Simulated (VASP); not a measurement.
# Sc in VASP: relaxation of the atoms with PBEsol

Aim: the relaxation of the atoms of Sc with PBEsol.

Everything below comes from runs of VASP 6.6.1. Logs are shortened: lines on timing, memory, paths and dates and some standing lists are left out, and cuts for length are marked.

## (1) The cell of the first run

The cell holds a slab with vacuum, 3 atoms: a = 3.219 Å, b = 3.219 Å, c = 22.256 Å, α = 90.00°, β = 90.00°, γ = 120.00°.

## (2) Relaxation of the atoms, PBEsol

The input, INCAR:

```
PREC = Accurate
ENCUT = 520
EDIFF = 1E-6
ISMEAR = 0
SIGMA = 0.1
LREAL = F
LASPH = T
NELM = 80
ALGO = Normal
ISIF = 2
LWAVE = F
LCHARG = F
LDIPOL = T
IDIPOL = 3
DIPOL = 0.5 0.5 0.500
GGA = PS
IBRION = 2
NSW = 90
EDIFFG = -0.03
```

The input, KPOINTS:

```
Automatic mesh
0
Gamma
  9 9 1
```

The input, POSCAR:

```
Sc
1.0
    3.2186815774      0.0000000000      0.0000000000
   -1.6093407887      2.7874600127      0.0000000000
    0.0000000000      0.0000000000     22.2560850061
Sc
3
Selective dynamics
Direct
    0.6666666667      0.3333333333      0.3819180237  F F F
    0.3333333333      0.6666666667      0.5000000000  T T T
    0.0000000000      0.0000000000      0.6180819763  T T T
```

Potentials or basis: VASP PAW PBE potentials, release 64 (Sc_sv).

Command:

```bash
$ cat potpaw_PBE.64/Sc_sv/POTCAR > POTCAR
$ mpirun -np 1 vasp_std > vasp.out
```

OUTCAR:

```text
PREC = Accurate
   ENCUT = 520
   EDIFF = 1E-6
   ISMEAR = 0
   LREAL = F
   LASPH = T
   NELM = 80
   ISIF = 2
   GGA = PS
   IBRION = 2
   NSW = 90
   EDIFFG = -0.03

 ion  position               nearest neighbor table
   1  0.667  0.333  0.382-   2 3.22   2 3.22   2 3.22
   2  0.333  0.667  0.500-   1 3.22   3 3.22   1 3.22   3 3.22   3 3.22   1 3.22
   3  0.000  0.000  0.618-   2 3.22   2 3.22   2 3.22

  LATTYP: Found a hexagonal cell.
 ALAT       =     3.2186815774
 C/A-ratio  =     6.9146588350

  Lattice vectors:

 A1 = (   3.2186815774,   0.0000000000,   0.0000000000)
 A2 = (  -1.6093407887,   2.7874600127,   0.0000000000)
 A3 = (   0.0000000000,   0.0000000000,  22.2560850061)

Analysis of symmetry for initial positions (statically):
=====================================================================
 Subroutine PRICEL returns:
 Original cell was already a primitive cell.

 Routine SETGRP: Setting up the symmetry group for a
 hexagonal supercell.

 Subroutine GETGRP returns: Found 12 space group operations
 (whereof  6 operations were pure point group operations)
 out of a pool of 24 trial point group operations.

The static configuration has the point symmetry C_3v.
 The point group associated with its full space group is D_3d.

Analysis of symmetry for dynamics (positions and initial velocities):
=====================================================================
 Subroutine PRICEL returns:
 Original cell was already a primitive cell.

 Routine SETGRP: Setting up the symmetry group for a
 hexagonal supercell.

 Subroutine GETGRP returns: Found 12 space group operations
 (whereof  6 operations were pure point group operations)
 out of a pool of 24 trial point group operations.

The dynamic configuration has the point symmetry C_3v.
 The point group associated with its full space group is D_3d.

Analysis of constrained symmetry for selective dynamics:
=====================================================================
 Subroutine PRICEL returns:
 Original cell was already a primitive cell.

 Routine SETGRP: Setting up the symmetry group for a
 hexagonal supercell.

[... 130 lines left out ...]
 NGX is ok and might be reduce to    24
   NGX = 11   NGY = 11   NGZ = 83

--------------------------------------- Ionic step        1  -------------------------------------------

 number of electron      32.9999992 magnetization

 Free energy of the ion-electron system (eV)
  ---------------------------------------------------
  ext. energy  EPLUGINS =         0.00000000
  ---------------------------------------------------
  free energy    TOTEN  =       -18.20670592 eV

  energy without entropy =      -18.17161906  energy(sigma->0) =      -18.18916249

------------------------ aborting loop because EDIFF is reached ----------------------------------------

  FORCE on cell =-STRESS in cart. coord.  units (eV):
  Direction    XX          YY          ZZ          XY          YZ          ZX
  --------------------------------------------------------------------------------------
  -------------------------------------------------------------------------------------
  Total       -0.7481125     -0.7481125     -0.8064381     -0.0000000      0.0000000      0.0000000
  in kB       -6.0026364     -6.0026364     -6.4706243     -0.0000000      0.0000000      0.0000000
  external PRESSURE =      -6.1586324 kB  Pullay stress =       0.0000000 kB
[... 248 lines left out ...]
 number of electron      32.9999993 magnetization

------------------------ aborting loop because EDIFF is reached ----------------------------------------

 vacuum level on the upper side and lower side of the slab       (xc-potential included)         0.005        -0.027

  FORCE on cell =-STRESS in cart. coord.  units (eV):
  Direction    XX          YY          ZZ          XY          YZ          ZX
  --------------------------------------------------------------------------------------
  -------------------------------------------------------------------------------------
  Total       -0.2944122     -0.2944122      0.1821108      0.0000000      0.0000000      0.0000000
  in kB       -2.3622780     -2.3622780      1.4612043      0.0000000      0.0000000      0.0000000
  external PRESSURE =      -1.0877839 kB  Pullay stress =       0.0000000 kB
[... 18 lines left out ...]
  FREE ENERGIE OF THE ION-ELECTRON SYSTEM (eV)
  ---------------------------------------------------
  free  energy   TOTEN  =       -18.2168177695 eV

  energy  without entropy=      -18.1792290861  energy(sigma->0) =      -18.19802343

 dipolmoment           0.000000      0.000000      0.000038 electrons x Angstroem

--------------------------------------- Ionic step        9  -------------------------------------------

 number of electron      32.9999993 magnetization

 dipolmoment           0.000000      0.000000     -0.000003 electrons x Angstroem

 Free energy of the ion-electron system (eV)
  ---------------------------------------------------
  ext. energy  EPLUGINS =         0.00000000
  ---------------------------------------------------
  free energy    TOTEN  =       -18.21865704 eV

  energy without entropy =      -18.18153669  energy(sigma->0) =      -18.20009686

 E-fermi :  -0.7955     XC(G=0):  -4.4272

 val. band max:       -0.8015606370   @ k =   0.1111   0.1111   0.0000
 cond. band min:      -0.7804054452   @ k =   0.0000   0.0000   0.0000
 fundamental gap:      0.0211551918
 Fermi energy:        -0.7954870113

 k-point     1 :       0.0000    0.0000    0.0000
  band No.  band energies     occupation
      1     -50.2286      2.00000
      2     -50.2265      2.00000
      3     -49.6849      2.00000
      4     -29.0839      2.00000
      5     -29.0296      2.00000
      6     -28.7375      2.00000
[... 265 lines left out ...]
     19      -0.2596      0.00000
     20      -0.1705      0.00000

------------------------ aborting loop because EDIFF is reached ----------------------------------------

 vacuum level on the upper side and lower side of the slab       (xc-potential included)        -0.159        -0.117

  FORCE on cell =-STRESS in cart. coord.  units (eV):
  Direction    XX          YY          ZZ          XY          YZ          ZX
  --------------------------------------------------------------------------------------
  -------------------------------------------------------------------------------------
  Total       -0.3960043     -0.3960043     -0.0445988      0.0000000      0.0000000     -0.0000000
  in kB       -3.1774231     -3.1774231     -0.3578480      0.0000000      0.0000000     -0.0000000
  external PRESSURE =      -2.2375647 kB  Pullay stress =       0.0000000 kB
[... 18 lines left out ...]
  FREE ENERGIE OF THE ION-ELECTRON SYSTEM (eV)
  ---------------------------------------------------
  free  energy   TOTEN  =       -18.2186570398 eV

  energy  without entropy=      -18.1815366900  energy(sigma->0) =      -18.20009686

 reached required accuracy - stopping structural energy minimisation

 vacuum level on the upper side and lower side of the slab         2.682         2.701
```

CONTCAR:

```text
Sc
   1.00000000000000
     3.2186815773999999    0.0000000000000000    0.0000000000000000
    -1.6093407887000000    2.7874600127000000    0.0000000000000000
     0.0000000000000000    0.0000000000000000   22.2560850061000011
  Sc
     3
Selective dynamics
Direct
     0.6666666667000030    0.3333333332999970    0.3819180237000026   F   F   F
     0.3333333332999970    0.6666666667000030    0.4965269109388116   T   T   T
     0.0000000000000000    0.0000000000000000    0.6110872409679156   T   T   T

  0.00000000E+00  0.00000000E+00  0.00000000E+00
  0.00000000E+00  0.00000000E+00  0.00000000E+00
  0.00000000E+00  0.00000000E+00  0.00000000E+00
```

Wall time 13 min (1 thread of Intel Xeon 8259CL, shared host); peak memory 0.31 GiB.

What came out:

* Free energy: -18.2187 eV
* Energy gained by relaxing: 4.0 meV/atom
* Ionic steps: 9
* Band gap on the k mesh: zero (an odd number of electrons rules out a gap without spin polarisation)

The path:
```csv
step,energy change (eV),largest force on free atoms (eV/Å),pressure (GPa)
1,0.0000,0.1470,-0.62
2,-0.0010,0.1348,-0.60
3,-0.0035,0.0991,-0.55
4,-0.0061,0.1200,-0.44
5,-0.0062,0.1402,-0.41
6,-0.0078,0.1216,-0.38
7,-0.0111,0.0577,-0.29
8,-0.0101,0.0910,-0.11
9,-0.0120,0.0020,-0.22
```

Final structure:
```xyz
3
Lattice="3.2187 0.0000 0.0000 -1.6093 2.7875 0.0000 0.0000 0.0000 22.2561" Properties=species:S:1:pos:R:3 pbc="T T T"
Sc    1.6093    0.9292    8.5000
Sc    0.0000    1.8583   11.0507
Sc    0.0000    0.0000   13.6004
```

Caveat: the PAW data sets were made with another functional, which shifts forces and pressure a little.

The gap in the log of VASP goes by the Fermi energy; the results here count the filled bands.